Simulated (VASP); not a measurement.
The system is AlBAs2.

```
B As Al
1.0
    -2.52077    2.52077    5.04154
     2.52077   -2.52077    5.04154
     2.52077    2.52077   -5.04154
B As Al
2 4 2
Direct
  0.00000 0.00000 0.00000
  0.75000 0.25000 0.50000
  0.37500 0.37500 0.50000
  0.12500 0.62500 0.00000
  0.87500 0.87500 0.50000
  0.62500 0.12500 0.00000
  0.50000 0.50000 0.00000
  0.25000 0.75000 0.50000
```

- Program: VASP 6.6.1
- Task: relaxation of cell and atoms
- Functional: PBE
- Potentials or basis: VASP PAW PBE potentials, release 64 (B, As, Al)
- Cutoff: 600 eV
- k mesh: 6 × 6 × 6
- Occupations: fermi-dirac, width 0.02 eV
- Spin: no spin polarisation

At the start: pressure 23.5 GPa; volume 16.02 Å³/atom.

**Question.** How do energy, volume and symmetry change on relaxing?

**Answer.** Over 16 steps the energy falls by 466.1 meV/atom and the volume is 18.31 Å³/atom (+14.3 %); space group I-42d (No. 122, to 0.1 Å) before and after.

The path:
| step | energy change (eV) | largest force (eV/Å) | pressure (GPa) | volume (Å³) |
| --- | --- | --- | --- | --- |
| 1 | 0.0000 | 5.0942 | 23.53 | 128.14 |
| 2 | -2.4001 | 0.0971 | -11.34 | 176.90 |
| 3 | -3.2117 | 1.2485 | -4.61 | 157.22 |
| 4 | -3.2136 | 1.3153 | -4.18 | 156.39 |
| 5 | -3.6402 | 0.5656 | -1.20 | 149.13 |
| 6 | -3.7080 | 0.0771 | 0.99 | 145.17 |
| 7 | -3.7248 | 0.0651 | -0.22 | 146.91 |
| 8 | -3.7249 | 0.0763 | -0.31 | 147.06 |
| 9 | -3.7282 | 0.0395 | -0.01 | 146.54 |
| 10 | -3.7284 | 0.0267 | 0.10 | 146.36 |
| 11 | -3.7284 | 0.0257 | 0.10 | 146.34 |
| 12 | -3.7286 | 0.0066 | -0.04 | 146.57 |
| 13 | -3.7286 | 0.0086 | -0.04 | 146.55 |
| 14 | -3.7286 | 0.0093 | -0.02 | 146.54 |
| 15 | -3.7286 | 0.0088 | -0.02 | 146.55 |
| 16 | -3.7286 | 0.0014 | 0.00 | 146.50 |

Final structure:
```
B As Al
1.0
    -2.67499    2.67499    5.11852
     2.67499   -2.67499    5.11852
     2.67499    2.67499   -5.11852
B As Al
2 4 2
Direct
  0.00000 0.00000 0.00000
  0.75000 0.25000 0.50000
  0.37500 0.32085 0.44585
  0.07085 0.62500 0.94585
  0.87500 0.92915 0.55415
  0.67915 0.12500 0.05415
  0.50000 0.50000 0.00000
  0.25000 0.75000 0.50000
```
